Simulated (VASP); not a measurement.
# EuO (Fm-3m) in VASP: further runs

EuO is run at these levels: PBE; tasks: electric field gradients.

Everything below comes from runs of VASP 6.6.1. Logs are shortened: lines on timing, memory, paths and dates and some standing lists are left out, and cuts for length are marked.

**1. The cell of the first run**

It takes space group Fm-3m (No. 225, cubic). Conventional cell: a = 5.144 Å, b = 5.144 Å, c = 5.144 Å, α = 90.00°, β = 90.00°, γ = 90.00°. Within 3.4 Å of Eu (site symmetry m-3m) lie 6 O at 2.57 Å. Within 3.4 Å of O (site symmetry m-3m) lie 6 Eu at 2.57 Å.

**2. Electric field gradients, PBE, collinear spin, ferromagnetic start**

INCAR reads:

```
ALGO     = Normal         # electronic algorithm
EDIFF    = 1E-8           # SCF threshold, eV
ENCUT    = 520            # plane-wave cutoff, eV
GGA      = PE             # functional
GGA_COMPAT= False        
ISIF     = 2              # what is computed and relaxed
ISMEAR   = -1             # smearing method
ISPIN    = 2              # spin polarisation
LASPH    = True           # aspherical terms in the spheres
LCHARG   = False          # write CHGCAR
LEFG     = True         
LMAXMIX  = 6              # l up to which the mixer works
LORBIT   = 11             # projections on sites
LREAL    = False          # projectors in reciprocal space
LWAVE    = False          # write WAVECAR
MAGMOM   = 7 0            # initial moments
NBANDS   = 22             # bands
NELM     = 200            # most SCF steps
PREC     = Accurate       # precision mode
SIGMA    = 0.03           # smearing width, eV
```

KPOINTS reads:

```
k-points
0
Gamma
  14 14 14
```

POSCAR reads:

```
EuO
1.0
    0.0000000000      2.5719500000      2.5719500000
    2.5719500000      0.0000000000      2.5719500000
    2.5719500000      2.5719500000      0.0000000000
Eu O
1 1
Direct
    0.0000000000      0.0000000000      0.0000000000
    0.5000000000      0.5000000000      0.5000000000
```

Potentials or basis: VASP PAW PBE potentials, release 64 (Eu, O).

Started as:

```
$ cat potpaw_PBE.64/Eu/POTCAR potpaw_PBE.64/O/POTCAR > POTCAR
$ mpirun -np 1 vasp_std > vasp.out
```

OUTCAR:

```text
EDIFF = 1E-8
   ENCUT = 520
   GGA = PE
   ISIF = 2
   ISMEAR = -1
   ISPIN = 2
   LASPH = True
   LORBIT = 11
   LREAL = False
   NELM = 200
   PREC = Accurate

 ion  position               nearest neighbor table
   1  0.000  0.000  0.000-   2 2.57   2 2.57   2 2.57   2 2.57   2 2.57   2 2.57
   2  0.500  0.500  0.500-   1 2.57   1 2.57   1 2.57   1 2.57   1 2.57   1 2.57

  LATTYP: Found a face centered cubic cell.
 ALAT       =     5.1439000000

  Lattice vectors:

 A1 = (   0.0000000000,   2.5719500000,   2.5719500000)
 A2 = (   2.5719500000,   0.0000000000,   2.5719500000)
 A3 = (   2.5719500000,   2.5719500000,   0.0000000000)

Analysis of symmetry for initial positions (statically):
=====================================================================
 Subroutine PRICEL returns:
 Original cell was already a primitive cell.

 Routine SETGRP: Setting up the symmetry group for a
 face centered cubic supercell.

 Subroutine GETGRP returns: Found 48 space group operations
 (whereof 48 operations were pure point group operations)
 out of a pool of 48 trial point group operations.

The static configuration has the point symmetry O_h .

Analysis of symmetry for dynamics (positions and initial velocities):
=====================================================================
 Subroutine PRICEL returns:
 Original cell was already a primitive cell.

 Routine SETGRP: Setting up the symmetry group for a
 face centered cubic supercell.

 Subroutine GETGRP returns: Found 48 space group operations
 (whereof 48 operations were pure point group operations)
 out of a pool of 48 trial point group operations.

The dynamic configuration has the point symmetry O_h .

Analysis of structural, dynamic, and magnetic symmetry:
=====================================================================
 Subroutine PRICEL returns:
 Original cell was already a primitive cell.

 Routine SETGRP: Setting up the symmetry group for a
 face centered cubic supercell.

 Subroutine GETGRP returns: Found 48 space group operations
 (whereof 48 operations were pure point group operations)
 out of a pool of 48 trial point group operations.

The overall configuration has the point symmetry O_h .

 Subroutine INISYM returns: Found 48 space group operations
 (whereof 48 operations are pure point group operations),
 and found     1 'primitive' translations

----------------------------------------------------------------------------------------

                                     Primitive cell

  volume of cell :      34.0265

  direct lattice vectors                    reciprocal lattice vectors
     0.000000000  2.571950000  2.571950000    -0.194405023  0.194405023  0.194405023
     2.571950000  0.000000000  2.571950000     0.194405023 -0.194405023  0.194405023
     2.571950000  2.571950000  0.000000000     0.194405023  0.194405023 -0.194405023

  length of vectors
     3.637286572  3.637286572  3.637286572     0.336719378  0.336719378  0.336719378

  position of ions in fractional coordinates (direct lattice)
     0.000000000  0.000000000  0.000000000
     0.500000000  0.500000000  0.500000000

  ion indices of the primitive-cell ions
   primitive index   ion index
                 1           1
                 2           2

----------------------------------------------------------------------------------------

 KPOINTS: k-points

Automatic generation of k-mesh.
 Grid dimensions read from file:
 generate k-points for:   14   14   14

 Generating k-lattice:

  Cartesian coordinates                     Fractional coordinates (reciprocal lattice)
[... 59 lines left out ...]
   NELM   =    200;   NELMIN=  2; NELMDL= -5     # of ELM steps
   EDIFF  = 0.1E-07   stopping-criterion for ELM
   LREAL  =      F    real-space projection
   EDIFFG = 0.1E-06   stopping-criterion for IOM
   NSW    =      0    number of steps for IOM
   IBRION =     -1    ionic relax: 0-MD 1-quasi-New 2-CG
   NFREE  =      0    steps in history (QN), initial steepest desc. (CG)
   ISIF   =      2    stress and relaxation
   ISYM   =      2    0-nonsym 1-usesym 2-fastsym
   POTIM  = 0.5000    time-step for ionic-motion
   TEBEG  =    0.0;   TEEND  =   0.0 temperature during run
   PSTRESS=    0.0 pullay stress
   NELECT =      23.0000    total number of electrons
   NUPDOWN=      -1.0000    fix difference up-down
   EMIN   =  10.00;   EMAX   =-10.00  energy-range for DOS
   EFERMI =   0.00;   METHOD = LEGACY
   ISMEAR =    -1;   SIGMA  =   0.03  broadening in eV -4-tet -1-fermi 0-gaus
   EFERMI_NEDOS =   21; number of points for ismear=-14 and -15
   IALGO  =     38    algorithm
   IMIX   =      4    mixing-type and parameters
     AMIX     =   0.40;   BMIX     =  1.00
     AMIX_MAG =   1.60;   BMIX_MAG =  1.00
  volume/ion in A,a.u.               =      17.01       114.81
  Fermi-wavevector in a.u.,A,eV,Ry     =   1.436740  2.715045 28.085452  2.064223
  Thomas-Fermi vector in A             =   2.555895
   LORBIT       =     11    0 simple, 1 ext, 2 COOP (PROOUT), +10 PAW based schemes
   GGA     = PE    functional components
   LHFCALC =     F    Hartree Fock is set to
   AEXX    =    0.0000 exact exchange contribution
   IVDW    =     0    specifies the selected vdW correction
   LEPSILON=     F    determine dielectric tensor
   LRPA    =     F    only Hartree local field effects (RPA)
 spin polarized calculation
  energy-cutoff  :      520.00
  volume of cell :       34.03
 maximum number of plane-waves:       941
   NGX = 13   NGY = 13   NGZ = 13

 number of electron      22.9999993 magnetization       6.9737267

 Free energy of the ion-electron system (eV)
  ---------------------------------------------------
  ext. energy  EPLUGINS =         0.00000000
  ---------------------------------------------------
  free energy    TOTEN  =       -22.01809680 eV

  energy without entropy =      -22.01437044  energy(sigma->0) =      -22.01623362

 E-fermi :   4.7076     XC(G=0): -10.8629

 val. band max:        4.6900043543   @ k =   0.5000   0.4286   0.0000
 cond. band min:       4.7106977925   @ k =   0.4286   0.3571   0.0000
 fundamental gap:      0.0206934383
 Fermi energy:         4.7075991216

 spin component 1

 k-point     1 :       0.0000    0.0000    0.0000
  band No.  band energies     occupation
      1     -36.8229      1.00000
      2     -15.2245      1.00000
      3     -15.2245      1.00000
      4     -15.2245      1.00000
      5     -14.0334      1.00000
      6       0.8330      1.00000
[... 589 lines left out ...]
     21      10.7783      0.00000
     22      17.0706      0.00000

 [... further k-points ...]

 spin component 2

 k-point     1 :       0.0000    0.0000    0.0000
  band No.  band energies     occupation
      1     -33.7695      1.00000
      2     -14.1166      1.00000
      3     -12.9231      1.00000
      4     -12.9231      1.00000
      5     -12.9231      1.00000
      6       0.9008      1.00000
[... 589 lines left out ...]
     21      11.8401      0.00000
     22      18.7415      0.00000

 [... further k-points ...]

------------------------ aborting loop because EDIFF is reached ----------------------------------------

  FORCE on cell =-STRESS in cart. coord.  units (eV):
  Direction    XX          YY          ZZ          XY          YZ          ZX
  --------------------------------------------------------------------------------------
  -------------------------------------------------------------------------------------
  Total       -0.9425909     -0.9425909     -0.9425909     -0.0000000      0.0000000      0.0000000
  in kB      -44.3829586    -44.3829586    -44.3829586     -0.0000000      0.0000000      0.0000000
  external PRESSURE =     -44.3829586 kB  Pullay stress =       0.0000000 kB

 VOLUME and BASIS-vectors are now :
 -----------------------------------------------------------------------------
  energy-cutoff  :      520.00
  volume of cell :       34.03
      direct lattice vectors                 reciprocal lattice vectors
     0.000000000  2.571950000  2.571950000    -0.194405023  0.194405023  0.194405023
     2.571950000  0.000000000  2.571950000     0.194405023 -0.194405023  0.194405023
     2.571950000  2.571950000  0.000000000     0.194405023  0.194405023 -0.194405023

 POSITION                                       TOTAL-FORCE (eV/Angst)
 -----------------------------------------------------------------------------------
      0.00000      0.00000      0.00000         0.000000      0.000000      0.000000
      2.57195      2.57195      2.57195        -0.000000     -0.000000     -0.000000
 -----------------------------------------------------------------------------------
    total drift:                                0.000000      0.000000      0.000000

  FREE ENERGIE OF THE ION-ELECTRON SYSTEM (eV)
  ---------------------------------------------------
  free  energy   TOTEN  =       -22.0180967987 eV

  energy  without entropy=      -22.0143704399  energy(sigma->0) =      -22.01623362

 Electric field gradients (V/A^2)
---------------------------------------------------------------------
 ion       V_xx      V_yy      V_zz      V_xy      V_xz      V_yz
---------------------------------------------------------------------
   1       0.000    -0.000    -0.000    -0.001    -0.001    -0.001
   2      -0.000    -0.000     0.000    -0.001    -0.001    -0.001
---------------------------------------------------------------------

 Electric field gradients after diagonalization (V/A^2)
 (convention: |V_zz| > |V_xx| > |V_yy|)
----------------------------------------------------------------------
 ion       V_xx      V_yy      V_zz     asymmetry (V_yy - V_xx)/ V_zz
----------------------------------------------------------------------
   1       0.001     0.001    -0.001       0.000
   2       0.001     0.001    -0.001       0.000
----------------------------------------------------------------------

           NMR quadrupolar parameters

 Cq : quadrupolar parameter    Cq=e*Q*V_zz/h
 eta: asymmetry parameters     (V_yy - V_xx)/ V_zz
 Q  : nuclear electric quadrupole moment in mb (millibarn)
----------------------------------------------------------------------
 ion       Cq(MHz)       eta       Q (mb)
----------------------------------------------------------------------
   1      -0.000       0.000       1.000
   2      -0.000       0.000       1.000
----------------------------------------------------------------------

 total charge

# of ion       s       p       d       f       tot
--------------------------------------------------
    1        2.031   5.764   0.389   6.617  14.801
    2        1.555   3.391   0.000   0.000   4.946
--------------------------------------------------
tot          3.586   9.155   0.389   6.617  19.747

 magnetization (x)

# of ion       s       p       d       f       tot
--------------------------------------------------
    1       -0.012  -0.107   0.143   6.566   6.590
    2       -0.004  -0.093   0.000   0.000  -0.097
--------------------------------------------------
tot         -0.016  -0.200   0.143   6.566   6.493
```

Run time: 2.2 min. Hardware: 1 thread of Intel Xeon Platinum 8559C (Emerald Rapids), shared host; peak memory 0.28 GiB.

What came out:

```yaml
Free_energy: -22.0181 eV
Pressure: -4.4 GPa
Band_gap_on_the_k_mesh: zero (filled and empty bands overlap)
Net_moment: 6.97 μB per cell
Site_moments: Eu +6.59; O -0.10 μB
Largest_electric_field_gradient_by_atom: zero within the noise of the run
Valence_electrons_inside_the_program's_atomic_spheres: Eu 14.80; O 4.95
```

Levels at points of the mesh, in eV from the Fermi level:
Spin up:
| k point | band 12 | band 13 | band 14 | band 15 | band 16 | band 17 | band 18 | band 19 |
| --- | --- | --- | --- | --- | --- | --- | --- | --- |
| (0.00, 0.00, 0.00) | -0.25 | -0.25 | 0.05 | 0.05 | 0.05 | 1.61 | 1.61 | 1.61 |
| (0.50, 0.00, 0.00) | -0.28 | -0.28 | -0.27 | -0.24 | 2.21 | 4.32 | 4.32 | 4.70 |
| (0.50, 0.50, 0.00) | -0.37 | -0.37 | -0.29 | -0.05 | -0.05 | 3.37 | 5.70 | 6.55 |
Spin down:
```
           k point  band 6  band 7  band 8  band 9  band 10  band 11
(0.00, 0.00, 0.00)   -3.81   -3.81   -3.81    0.65     2.72     2.72
(0.50, 0.00, 0.00)   -5.79   -4.86   -4.86    3.04     3.68     4.14
(0.50, 0.50, 0.00)   -3.85   -3.76   -3.76   -0.23     4.16     4.26
```

Caveat: the cell stands under tension; spin-orbit coupling is left out, which moves the levels of the heavy elements; a cell with one magnetic atom can't hold antiferromagnetic order, which such compounds often take; semilocal functionals describe open f shells poorly, which spoils levels, moments and volumes.

**3. Electric field gradients, PBE, collinear spin, ferromagnetic start (17.35 Å³/atom)**

This run uses another cell than the first one, of 17.35 Å³/atom.

INCAR reads:

```
ALGO = Normal
EDIFF = 1E-8
ENCUT = 520
GGA = PE
GGA_COMPAT = False
ISIF = 2
ISMEAR = -1
ISPIN = 2
LASPH = True
LCHARG = False
LEFG = True
LMAXMIX = 6
LORBIT = 11
LREAL = False
LWAVE = False
MAGMOM = 7 0
NBANDS = 22
NELM = 200
PREC = Accurate
SIGMA = 0.03
```

KPOINTS is that of step 2.

POSCAR reads:

```
EuO
1.0
    0.0000000000      2.5889832778      2.5889832778
    2.5889832778      0.0000000000      2.5889832778
    2.5889832778      2.5889832778      0.0000000000
Eu O
1 1
Direct
    0.0000000000      0.0000000000      0.0000000000
    0.5000000000      0.5000000000      0.5000000000
```

Potentials or basis: VASP PAW PBE potentials, release 64 (Eu, O).

Started as:

```
$ cat potpaw_PBE.64/Eu/POTCAR potpaw_PBE.64/O/POTCAR > POTCAR
$ mpirun -np 1 vasp_std > vasp.out
```

OUTCAR:

```text
EDIFF = 1E-8
   ENCUT = 520
   GGA = PE
   ISIF = 2
   ISMEAR = -1
   ISPIN = 2
   LASPH = True
   LORBIT = 11
   LREAL = False
   NELM = 200
   PREC = Accurate

 ion  position               nearest neighbor table
   1  0.000  0.000  0.000-   2 2.59   2 2.59   2 2.59   2 2.59   2 2.59   2 2.59
   2  0.500  0.500  0.500-   1 2.59   1 2.59   1 2.59   1 2.59   1 2.59   1 2.59

  LATTYP: Found a face centered cubic cell.
 ALAT       =     5.1779665556
[... 1447 lines left out ...]
---------------------------------------------------------------------

 Electric field gradients after diagonalization (V/A^2)
 (convention: |V_zz| > |V_xx| > |V_yy|)
----------------------------------------------------------------------
 ion       V_xx      V_yy      V_zz     asymmetry (V_yy - V_xx)/ V_zz
----------------------------------------------------------------------
   1       0.001     0.001    -0.002       0.000
   2       0.000     0.000    -0.000       0.000
----------------------------------------------------------------------

           NMR quadrupolar parameters

 Cq : quadrupolar parameter    Cq=e*Q*V_zz/h
 eta: asymmetry parameters     (V_yy - V_xx)/ V_zz
 Q  : nuclear electric quadrupole moment in mb (millibarn)
----------------------------------------------------------------------
 ion       Cq(MHz)       eta       Q (mb)
----------------------------------------------------------------------
   1      -0.000       0.000       1.000
   2      -0.000       0.000       1.000
----------------------------------------------------------------------

 total charge

# of ion       s       p       d       f       tot
--------------------------------------------------
    1        2.030   5.763   0.375   6.624  14.791
    2        1.555   3.384   0.000   0.000   4.939
--------------------------------------------------
tot          3.585   9.146   0.375   6.624  19.730

 magnetization (x)

# of ion       s       p       d       f       tot
--------------------------------------------------
    1       -0.012  -0.107   0.139   6.576   6.595
    2       -0.004  -0.093   0.000   0.000  -0.097
--------------------------------------------------
tot         -0.015  -0.201   0.139   6.576   6.499
```

OSZICAR:

```text
N       E                     dE             d eps       ncg     rms          rms(c)
DAV:   1     0.146786286624E+03    0.14679E+03   -0.89857E+03 12644   0.497E+03
DAV:   2    -0.123729780315E+01   -0.14802E+03   -0.12898E+03 12630   0.410E+02
DAV:   3    -0.187480360437E+02   -0.17511E+02   -0.17077E+02 12846   0.115E+02
[... 12 lines left out ...]
DAV:  16    -0.219970187633E+02   -0.46893E-06   -0.57684E-06 13490   0.408E-02    0.129E-02
DAV:  17    -0.219970184361E+02    0.32718E-06   -0.12609E-06 16044   0.159E-02    0.490E-03
DAV:  18    -0.219970184577E+02   -0.21589E-07   -0.10673E-07 15630   0.357E-03    0.703E-03
DAV:  19    -0.219970184417E+02    0.16024E-07   -0.30100E-09  8528   0.598E-04    0.517E-03
DAV:  20    -0.219970184302E+02    0.11491E-07   -0.64130E-09  7958   0.767E-04    0.936E-04
DAV:  21    -0.219970184358E+02   -0.56189E-08   -0.17984E-09  5536   0.831E-04
   1 F= -.21997018E+02 E0= -.21995180E+02  d E =-.367642E-02  mag=     6.9809
```

Run time: 2.3 min. Hardware: 1 thread of Intel Xeon Platinum 8559C (Emerald Rapids), shared host; peak memory 0.28 GiB.

What came out:

| Item | Value |
| --- | --- |
| Free energy | -21.9970 eV |
| Pressure | -5.9 GPa |
| Band gap on the k mesh | zero (filled and empty bands overlap) |
| Net moment | 6.98 μB per cell |
| Site moments | Eu +6.59; O -0.10 μB |
| Largest electric field gradient by atom | zero within the noise of the run |
| Valence electrons inside the program's atomic spheres | Eu 14.79; O 4.94 |

Caveat: the cell stands under tension; spin-orbit coupling is left out, which moves the levels of the heavy elements; a cell with one magnetic atom can't hold antiferromagnetic order, which such compounds often take; semilocal functionals describe open f shells poorly, which spoils levels, moments and volumes. The state reached can hang on the start; a lower one may exist.
